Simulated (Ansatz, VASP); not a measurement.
## One calculation of MgO, two programs

File INCAR:

```
PREC     = Accurate       # precision mode
ENCUT    = 600            # plane-wave cutoff, eV
EDIFF    = 1E-6           # SCF threshold, eV
ISMEAR   = 0              # smearing method
SIGMA    = 0.01           # smearing width, eV
LREAL    = Auto         
LASPH    = T              # aspherical terms in the spheres
NELM     = 120            # most SCF steps
ALGO     = Normal         # electronic algorithm
ISIF     = 2              # what is computed and relaxed
LWAVE    = F              # write WAVECAR
LCHARG   = F              # write CHGCAR
GGA      = PE             # functional
NBANDS   = 86             # bands
GGA_COMPAT= F
```

Contents of KPOINTS:

```
regular mesh
0
Gamma
  1 1 1
```

File POSCAR:

```
MgO
1.0
   -4.2535896556      4.2535896556     -4.2535896556
   -4.2535896556     -4.2535896556      4.2535896556
    4.2535896556      4.2535896556      4.2535896556
Mg O
16 16
Direct
    0.7500000000      0.7500000000      0.5000000000
    0.5000000000      0.0000000000      0.5000000000
    0.5000000000      0.7500000000      0.7500000000
    0.2500000000      0.2500000000      0.5000000000
    0.2500000000      0.0000000000      0.7500000000
    0.2500000000      0.7500000000      0.0000000000
    0.0000000000      0.5000000000      0.5000000000
    0.0000000000      0.2500000000      0.7500000000
    0.0000000000      0.0000000000      0.0000000000
    0.0000000000      0.7500000000      0.2500000000
    0.7500000000      0.5000000000      0.7500000000
    0.7500000000      0.2500000000      0.0000000000
    0.7500000000      0.0000000000      0.2500000000
    0.5000000000      0.5000000000      0.0000000000
    0.5000000000      0.2500000000      0.2500000000
    0.2500000000      0.5000000000      0.2500000000
    0.0000000000      0.0000000000      0.5000000000
    0.7500000000      0.2500000000      0.5000000000
    0.7500000000      0.0000000000      0.7500000000
    0.5000000000      0.5000000000      0.5000000000
    0.5000000000      0.2500000000      0.7500000000
    0.5000000000      0.0000000000      0.0000000000
    0.2500000000      0.7500000000      0.5000000000
    0.2500000000      0.5000000000      0.7500000000
    0.2500000000      0.2500000000      0.0000000000
    0.2500000000      0.0000000000      0.2500000000
    0.0000000000      0.7500000000      0.7500000000
    0.0000000000      0.5000000000      0.0000000000
    0.0000000000      0.2500000000      0.2500000000
    0.7500000000      0.7500000000      0.0000000000
    0.7500000000      0.5000000000      0.2500000000
    0.5000000000      0.7500000000      0.2500000000
```

Input for Ansatz:

```yaml
crystal:
  lattice:
    - [-4.2535896556, 4.2535896556, -4.2535896556]
    - [-4.2535896556, -4.2535896556, 4.2535896556]
    - [4.2535896556, 4.2535896556, 4.2535896556]
  atoms:
    - { symbol: Mg, position: [0.75, 0.75, 0.5] }
    - { symbol: Mg, position: [0.5, 0.0, 0.5] }
    - { symbol: Mg, position: [0.5, 0.75, 0.75] }
    - { symbol: Mg, position: [0.25, 0.25, 0.5] }
    - { symbol: Mg, position: [0.25, 0.0, 0.75] }
    - { symbol: Mg, position: [0.25, 0.75, 0.0] }
    - { symbol: Mg, position: [0.0, 0.5, 0.5] }
    - { symbol: Mg, position: [0.0, 0.25, 0.75] }
    - { symbol: Mg, position: [0.0, 0.0, 0.0] }
    - { symbol: Mg, position: [0.0, 0.75, 0.25] }
    - { symbol: Mg, position: [0.75, 0.5, 0.75] }
    - { symbol: Mg, position: [0.75, 0.25, 0.0] }
    - { symbol: Mg, position: [0.75, 0.0, 0.25] }
    - { symbol: Mg, position: [0.5, 0.5, 0.0] }
    - { symbol: Mg, position: [0.5, 0.25, 0.25] }
    - { symbol: Mg, position: [0.25, 0.5, 0.25] }
    - { symbol: O, position: [0.0, 0.0, 0.5] }
    - { symbol: O, position: [0.75, 0.25, 0.5] }
    - { symbol: O, position: [0.75, 0.0, 0.75] }
    - { symbol: O, position: [0.5, 0.5, 0.5] }
    - { symbol: O, position: [0.5, 0.25, 0.75] }
    - { symbol: O, position: [0.5, 0.0, 0.0] }
    - { symbol: O, position: [0.25, 0.75, 0.5] }
    - { symbol: O, position: [0.25, 0.5, 0.75] }
    - { symbol: O, position: [0.25, 0.25, 0.0] }
    - { symbol: O, position: [0.25, 0.0, 0.25] }
    - { symbol: O, position: [0.0, 0.75, 0.75] }
    - { symbol: O, position: [0.0, 0.5, 0.0] }
    - { symbol: O, position: [0.0, 0.25, 0.25] }
    - { symbol: O, position: [0.75, 0.75, 0.0] }
    - { symbol: O, position: [0.75, 0.5, 0.25] }
    - { symbol: O, position: [0.5, 0.75, 0.25] }
basis:
  ecutwfc: 420
  xc_grid: 2
kpoints:
  mp_grid: { grid: [1, 1, 1], shift: [0.0, 0.0, 0.0] }
hamiltonian:
  xc: pbe
scf:
  occupations: { method: gaussian, width: 0.01 }
output:
  forces: true
  stress: true
  eigenvalues: true
```

Alike in both runs: task single point; functional PBE; k mesh 1 × 1 × 1; occupations gaussian, width 0.01 eV; no spin polarisation.

|  | VASP | Ansatz |
| --- | --- | --- |
| version | VASP 6.6.1 | Ansatz 0.2.0 |
| potentials or method | VASP PAW PBE potentials, release 64 (Mg, O), cutoff 600 eV | scalar-relativistic, plane waves, PAW |
| valence electrons in the cell | 128 | 256 |

Ansatz gave:

| Property | Result |
| --- | --- |
| gap on the k mesh at the Fermi level (eV) | 4.44 |
| least direct gap on the mesh (eV) | 4.44 |
| pressure (GPa) | -0.5 |

Question: What did VASP give for the same quantities?

Answer: gap on the k mesh at the Fermi level (eV): 4.43; least direct gap on the mesh (eV): 4.43; pressure (GPa): -1.4.

VASP's potentials hold 128 valence electrons a cell and Ansatz's 256, so a difference there can come from the potentials and not from the codes.

The k mesh is coarse, so the values compare programs but aren't converged.
